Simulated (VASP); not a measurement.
# ZnS (P6_3mc) in VASP: relaxation of cell and atoms with LDA

Aim: the relaxation of cell and atoms of ZnS with LDA.

Program: VASP 6.6.1. These are calculated values, not measurements. Logs are shortened: lines on timing, memory, paths and dates and some standing lists are left out, and cuts for length are marked.

### 1 The cell of the first run

It takes space group P6_3mc (No. 186, hexagonal). Conventional cell: a = 3.846 Å, b = 3.846 Å, c = 6.305 Å, α = 90.00°, β = 90.00°, γ = 120.00°. Zn (site symmetry 3m) has 4 S at 2.36 Å within 3.1 Å. S (site symmetry 3m) has 4 Zn at 2.36 Å within 3.1 Å.

### 2 Relaxation of cell and atoms, LDA

INCAR reads:

```
PREC     = Accurate       # precision mode
ENCUT    = 600            # plane-wave cutoff, eV
EDIFF    = 1E-6           # SCF threshold, eV
ISMEAR   = 0              # smearing method
SIGMA    = 0.02           # smearing width, eV
LREAL    = F              # projectors in reciprocal space
LASPH    = T              # aspherical terms in the spheres
NELM     = 60             # most SCF steps
ALGO     = Normal         # electronic algorithm
ISIF     = 3              # what is computed and relaxed
LWAVE    = F              # write WAVECAR
LCHARG   = F              # write CHGCAR
GGA      = CA             # functional
IBRION   = 2              # ionic algorithm
NSW      = 70             # ionic steps
EDIFFG   = -0.005         # ionic threshold
```

KPOINTS reads:

```
regular mesh
0
Gamma
  9 9 6
```

POSCAR reads:

```
ZnS
1.0
    3.8455099668      0.0000000000      0.0000000000
   -1.9227549834      3.3303093218      0.0000000000
    0.0000000000      0.0000000000      6.3052902589
Zn S
2 2
Direct
    0.3333333333      0.6666666667      0.0052193591
    0.6666666667      0.3333333333      0.5052193591
    0.3333333333      0.6666666667      0.3797806409
    0.6666666667      0.3333333333      0.8797806409
```

Potentials or basis: VASP PAW LDA potentials, release 64 (Zn, S).

The run is started by

```
> cat potpaw_LDA.64/Zn/POTCAR potpaw_LDA.64/S/POTCAR > POTCAR
> mpirun -np 1 vasp_std > vasp.out
```

OUTCAR:

```text
PREC = Accurate
   ENCUT = 600
   EDIFF = 1E-6
   ISMEAR = 0
   LREAL = F
   LASPH = T
   NELM = 60
   ISIF = 3
   GGA = CA
   IBRION = 2
   NSW = 70
   EDIFFG = -0.005

 ion  position               nearest neighbor table
   1  0.333  0.667  0.005-   4 2.36   4 2.36   4 2.36   3 2.36
   2  0.667  0.333  0.505-   3 2.36   3 2.36   3 2.36   4 2.36
   3  0.333  0.667  0.380-   2 2.36   2 2.36   2 2.36   1 2.36
   4  0.667  0.333  0.880-   1 2.36   1 2.36   1 2.36   2 2.36

  LATTYP: Found a hexagonal cell.
 ALAT       =     3.8455099668
 C/A-ratio  =     1.6396499589

  Lattice vectors:

 A1 = (   3.8455099668,   0.0000000000,   0.0000000000)
 A2 = (  -1.9227549834,   3.3303093218,   0.0000000000)
 A3 = (   0.0000000000,   0.0000000000,   6.3052902589)

Analysis of symmetry for initial positions (statically):
=====================================================================
 Subroutine PRICEL returns:
 Original cell was already a primitive cell.

 Routine SETGRP: Setting up the symmetry group for a
 hexagonal supercell.

 Subroutine GETGRP returns: Found 12 space group operations
 (whereof  6 operations were pure point group operations)
 out of a pool of 24 trial point group operations.

The static configuration has the point symmetry C_3v.
 The point group associated with its full space group is C_6v.

Analysis of symmetry for dynamics (positions and initial velocities):
=====================================================================
 Subroutine PRICEL returns:
 Original cell was already a primitive cell.

 Routine SETGRP: Setting up the symmetry group for a
 hexagonal supercell.

 Subroutine GETGRP returns: Found 12 space group operations
 (whereof  6 operations were pure point group operations)
 out of a pool of 24 trial point group operations.

The dynamic configuration has the point symmetry C_3v.
 The point group associated with its full space group is C_6v.

 Subroutine INISYM returns: Found 12 space group operations
 (whereof  6 operations are pure point group operations),
 and found     1 'primitive' translations

----------------------------------------------------------------------------------------

                                     Primitive cell

  volume of cell :      80.7502

  direct lattice vectors                    reciprocal lattice vectors
     3.845509967  0.000000000  0.000000000     0.260043534  0.150136204  0.000000000
    -1.922754983  3.330309322  0.000000000     0.000000000  0.300272408  0.000000000
     0.000000000  0.000000000  6.305290259     0.000000000  0.000000000  0.158596981

  length of vectors
     3.845509967  3.845509967  6.305290259     0.300272408  0.300272408  0.158596981

  position of ions in fractional coordinates (direct lattice)
     0.333333333  0.666666667  0.005219359
     0.666666667  0.333333333  0.505219359
     0.333333333  0.666666667  0.379780641
     0.666666667  0.333333333  0.879780641

  ion indices of the primitive-cell ions
   primitive index   ion index
                 1           1
                 2           2
                 3           3
                 4           4

----------------------------------------------------------------------------------------

 KPOINTS: regular mesh

Automatic generation of k-mesh.
 Grid dimensions read from file:
 generate k-points for:    9    9    6

 Generating k-lattice:

  Cartesian coordinates                     Fractional coordinates (reciprocal lattice)
     0.028893726  0.016681800  0.000000000     0.111111111 -0.000000000  0.000000000
     0.000000000  0.033363601  0.000000000     0.000000000  0.111111111  0.000000000
     0.000000000  0.000000000  0.026432830     0.000000000  0.000000000  0.166666667

  Length of vectors
     0.033363601  0.033363601  0.026432830

  Shift w.r.t. Gamma in fractional coordinates (k-lattice)
     0.000000000  0.000000000  0.000000000

 Subroutine IBZKPT returns following result:
 ===========================================

 Found     48 irreducible k-points:

 Following reciprocal coordinates:
            Coordinates               Weight
  0.000000  0.000000  0.000000      1.000000
  0.111111  0.000000  0.000000      6.000000
  0.222222  0.000000  0.000000      6.000000
  0.333333  0.000000  0.000000      6.000000
  0.444444  0.000000  0.000000      6.000000
  0.111111  0.111111  0.000000      6.000000
[... 16 lines left out ...]
  0.333333  0.222222  0.166667     24.000000
  0.333333  0.333333  0.166667      4.000000
 [... further k-points ...]
   k-points           NKPTS =     48   k-points in BZ     NKDIM =     48   number of bands    NBANDS=     22
   number of dos      NEDOS =    301   number of ions     NIONS =      4
   total plane-waves  NPLWV =  51200
   dimension x,y,z NGX =    32 NGY =   32 NGZ =   50
   dimension x,y,z NGXF=    64 NGYF=   64 NGZF=  100
   ions per type =               2   2
   NGX,Y,Z   is equivalent  to a cutoff of  13.83, 13.83, 13.18 a.u.
   NGXF,Y,Z  is equivalent  to a cutoff of  27.67, 27.67, 26.37 a.u.
 SYSTEM =  unknown system
   PREC   = accura    normal or accurate (medium, high low for compatibility)
   ISTART =      0    job   : 0-new  1-cont  2-samecut
   ICHARG =      2    charge: 1-file 2-atom 10-const
   ISPIN  =      1    spin polarized calculation?
   LNONCOLLINEAR =      F non collinear calculations
   LSORBIT =      F    spin-orbit coupling
   LASPH  =      T    aspherical Exc in radial PAW
   ENCUT  =  600.0 eV  44.10 Ry    6.64 a.u.   7.68  7.68 12.59*2*pi/ulx,y,z
   NELM   =     60;   NELMIN=  2; NELMDL= -5     # of ELM steps
   EDIFF  = 0.1E-05   stopping-criterion for ELM
   LREAL  =      F    real-space projection
   EDIFFG = -.5E-02   stopping-criterion for IOM
   NSW    =     70    number of steps for IOM
   IBRION =      2    ionic relax: 0-MD 1-quasi-New 2-CG
   NFREE  =      1    steps in history (QN), initial steepest desc. (CG)
   ISIF   =      3    stress and relaxation
   ISYM   =      2    0-nonsym 1-usesym 2-fastsym
   POTIM  = 0.5000    time-step for ionic-motion
   TEBEG  =    0.0;   TEEND  =   0.0 temperature during run
   PSTRESS=    0.0 pullay stress
   NELECT =      36.0000    total number of electrons
   NUPDOWN=      -1.0000    fix difference up-down
   EMIN   =  10.00;   EMAX   =-10.00  energy-range for DOS
   EFERMI =   0.00;   METHOD = LEGACY
   ISMEAR =     0;   SIGMA  =   0.02  broadening in eV -4-tet -1-fermi 0-gaus
   EFERMI_NEDOS =   21; number of points for ismear=-14 and -15
   IALGO  =     38    algorithm
   IMIX   =      4    mixing-type and parameters
     AMIX     =   0.40;   BMIX     =  1.00
     AMIX_MAG =   1.60;   BMIX_MAG =  1.00
  volume/ion in A,a.u.               =      20.19       136.23
  Fermi-wavevector in a.u.,A,eV,Ry     =   1.250627  2.363342 21.280435  1.564068
  Thomas-Fermi vector in A             =   2.384612
   LORBIT       =      0    0 simple, 1 ext, 2 COOP (PROOUT), +10 PAW based schemes
   GGA     = CA    functional components
   LHFCALC =     F    Hartree Fock is set to
   AEXX    =    0.0000 exact exchange contribution
   IVDW    =     0    specifies the selected vdW correction
   LEPSILON=     F    determine dielectric tensor
   LRPA    =     F    only Hartree local field effects (RPA)
 conjugate gradient relaxation of ions
 non-spin polarized calculation
 Gauss-broadening in eV      SIGMA  =   0.02
  energy-cutoff  :      600.00
  volume of cell :       80.75
 maximum number of plane-waves:      2743
 NGX is ok and might be reduce to    32
   NGX = 15   NGY = 15   NGZ = 25

--------------------------------------- Ionic step        1  -------------------------------------------

 number of electron      35.9999973 magnetization

 Free energy of the ion-electron system (eV)
  ---------------------------------------------------
  ext. energy  EPLUGINS =         0.00000000
  ---------------------------------------------------
  free energy    TOTEN  =       -16.28571873 eV

  energy without entropy =      -16.28571873  energy(sigma->0) =      -16.28571873

 E-fermi :   1.8357     XC(G=0):  -9.9285

 val. band max:        1.7283990799   @ k =   0.0000   0.0000   0.0000
 cond. band min:       3.5803750665   @ k =   0.0000   0.0000   0.0000
 fundamental gap:      1.8519759866
 Fermi energy:         1.8356840642

 k-point     1 :       0.0000    0.0000    0.0000
  band No.  band energies     occupation
      1     -11.2469      2.00000
      2     -10.3338      2.00000
      3      -4.6859      2.00000
      4      -4.6736      2.00000
      5      -4.6736      2.00000
      6      -4.5982      2.00000
[... 589 lines left out ...]
     21       7.0570      0.00000
     22       9.1686      0.00000

 [... further k-points ...]

------------------------ aborting loop because EDIFF is reached ----------------------------------------

  FORCE on cell =-STRESS in cart. coord.  units (eV):
  Direction    XX          YY          ZZ          XY          YZ          ZX
  --------------------------------------------------------------------------------------
  -------------------------------------------------------------------------------------
  Total       -2.9129050     -2.9129050     -2.9027935      0.0000000     -0.0000000      0.0000000
  in kB      -57.7954046    -57.7954046    -57.5947811      0.0000000     -0.0000000      0.0000000
  external PRESSURE =     -57.7285301 kB  Pullay stress =       0.0000000 kB
[... 95 lines left out ...]
  FREE ENERGIE OF THE ION-ELECTRON SYSTEM (eV)
  ---------------------------------------------------
  free  energy   TOTEN  =       -16.4047733694 eV

  energy  without entropy=      -16.4047733694  energy(sigma->0) =      -16.40477337

[... ionic steps 4 to 7 ...]

--------------------------------------- Ionic step        8  -------------------------------------------

 number of electron      36.0000012 magnetization

------------------------ aborting loop because EDIFF is reached ----------------------------------------
[... 71 lines left out ...]
--------------------------------------- Ionic step       10  -------------------------------------------

 number of electron      36.0000011 magnetization

 Free energy of the ion-electron system (eV)
  ---------------------------------------------------
  ext. energy  EPLUGINS =         0.00000000
  ---------------------------------------------------
  free energy    TOTEN  =       -16.40487949 eV

  energy without entropy =      -16.40487949  energy(sigma->0) =      -16.40487949

 E-fermi :   2.6342     XC(G=0): -10.2942

 val. band max:        2.4991765188   @ k =   0.0000   0.0000   0.0000
 cond. band min:       4.7125099983   @ k =   0.0000   0.0000   0.0000
 fundamental gap:      2.2133334795
 Fermi energy:         2.6341502623

 k-point     1 :       0.0000    0.0000    0.0000
  band No.  band energies     occupation
      1     -11.0512      2.00000
      2      -9.9896      2.00000
      3      -4.2541      2.00000
      4      -4.2354      2.00000
      5      -4.2354      2.00000
      6      -4.1469      2.00000
[... 589 lines left out ...]
     21       8.1063      0.00000
     22      10.1203      0.00000

 [... further k-points ...]

------------------------ aborting loop because EDIFF is reached ----------------------------------------

  FORCE on cell =-STRESS in cart. coord.  units (eV):
  Direction    XX          YY          ZZ          XY          YZ          ZX
  --------------------------------------------------------------------------------------
  -------------------------------------------------------------------------------------
  Total        0.0117678      0.0117678      0.0129559      0.0000000     -0.0000000      0.0000000
  in kB        0.2528295      0.2528295      0.2783558      0.0000000     -0.0000000      0.0000000
  external PRESSURE =       0.2613383 kB  Pullay stress =       0.0000000 kB
[... 19 lines left out ...]
  FREE ENERGIE OF THE ION-ELECTRON SYSTEM (eV)
  ---------------------------------------------------
  free  energy   TOTEN  =       -16.4048794936 eV

  energy  without entropy=      -16.4048794936  energy(sigma->0) =      -16.40487949

 reached required accuracy - stopping structural energy minimisation
```

Wall time 6.5 min (1 thread of Intel Xeon Platinum 8259CL at 2.50GHz (Skylake/Cascade Lake), shared host); peak memory 0.25 GiB.

What came out:

```
Free energy                           : -16.4049 eV
Relaxed volume                        : 18.64 Å³/atom
Relaxed cell                          : a = 3.743 Å, b = 3.743 Å, c = 6.148 Å, α = 90.00°, β = 90.00°, γ = 120.00°
Space group after relaxing (to 0.1 Å) : P6_3mc (No. 186)
Energy gained by relaxing             : 29.8 meV/atom
Ionic steps                           : 10
Pressure after relaxing               : 0.0 GPa
Largest force after relaxing          : 0.004 eV/Å
Band gap on the k mesh                : 2.21 eV
```

Forces in eV/Å, atoms in the order of the input:
```
Zn   0.000  0.000  0.004
Zn   0.000  0.000  0.004
S    0.000  0.000 -0.004
S    0.000  0.000 -0.004
```

Step by step:
| step | energy change (eV) | largest force (eV/Å) | pressure (GPa) | volume (Å³) |
| --- | --- | --- | --- | --- |
| 1 | 0.0000 | 0.0052 | -5.77 | 80.75 |
| 2 | -0.1035 | 0.0250 | 2.47 | 72.54 |
| 3 | -0.1191 | 0.0161 | -0.04 | 74.56 |
| 4 | -0.1190 | 0.0166 | 0.11 | 74.44 |
| 5 | -0.1191 | 0.0102 | 0.00 | 74.58 |
| 6 | -0.1191 | 0.0089 | -0.07 | 74.61 |
| 7 | -0.1191 | 0.0100 | -0.02 | 74.60 |
| 8 | -0.1191 | 0.0085 | -0.05 | 74.61 |
| 9 | -0.1191 | 0.0059 | 0.03 | 74.59 |
| 10 | -0.1192 | 0.0042 | 0.03 | 74.57 |

Final structure:
```xyz
4
Lattice="3.7425 0.0000 0.0000 -1.8713 3.2411 0.0000 0.0000 0.0000 6.1477" Properties=species:S:1:pos:R:3 pbc="T T T"
Zn    0.0000    2.1608    0.0338
Zn    1.8713    1.0804    3.1077
S     0.0000    2.1608    2.3330
S     1.8713    1.0804    5.4069
```

LDA usually gives volumes a few per cent too small. Zero-point motion and thermal expansion aren't in these numbers.
